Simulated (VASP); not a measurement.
## Cu3N: single point with PBE

Cu3N:

```xyz
4
Lattice="3.7088 0.0000 0.0000 0.0000 3.7088 0.0000 0.0000 0.0000 3.7088" Properties=species:S:1:pos:R:3 pbc="T T T"
Cu    1.8544    0.0000    0.0000
Cu    0.0000    1.8544    0.0000
Cu    0.0000    0.0000    1.8544
N     0.0000    0.0000    0.0000
```

This cell differs from its parent crystal: volume scaled by 0.91.

- Program: VASP 6.6.1
- Task: single point
- Functional: PBE
- Potentials or basis: VASP PAW PBE potentials, release 64 (Cu, N)
- Cutoff: 600 eV
- k mesh: 10 × 10 × 10
- Occupations: gaussian, width 0.01 eV
- Spin: no spin polarisation
- Dipole correction: no
- Further INCAR settings: ALGO = Normal; EDIFF = 1e-06; NBANDS = 27

```json
{
  "Pressure": "14.4 GPa",
  "Band gap on the k mesh": "zero (band 19 reaches 5.88 eV, above the bottom of band 20 at 5.81 eV)"
}
```

Levels at points of the mesh, in eV from the Fermi level:
| k point | band 16 | band 17 | band 18 | band 19 | band 20 | band 21 | band 22 | band 23 |
| --- | --- | --- | --- | --- | --- | --- | --- | --- |
| (0.00, 0.00, 0.00) | -2.01 | -2.01 | -2.01 | -1.96 | 1.28 | 5.67 | 5.67 | 6.77 |
| (0.50, 0.00, 0.00) | -2.40 | -2.01 | -1.55 | -1.55 | 1.86 | 3.45 | 7.37 | 7.43 |
| (0.50, 0.50, 0.00) | -2.36 | -1.16 | -1.16 | -0.75 | -0.03 | 3.96 | 5.07 | 5.07 |
| (0.50, 0.50, 0.50) | -2.05 | 0.04 | 0.04 | 0.04 | 0.57 | 0.57 | 0.57 | 6.18 |

Wall time 39 s on 1 thread of Intel(R) Xeon(R) 6975P-C (Granite Rapids) (shared host), peak memory 0.22 GiB.
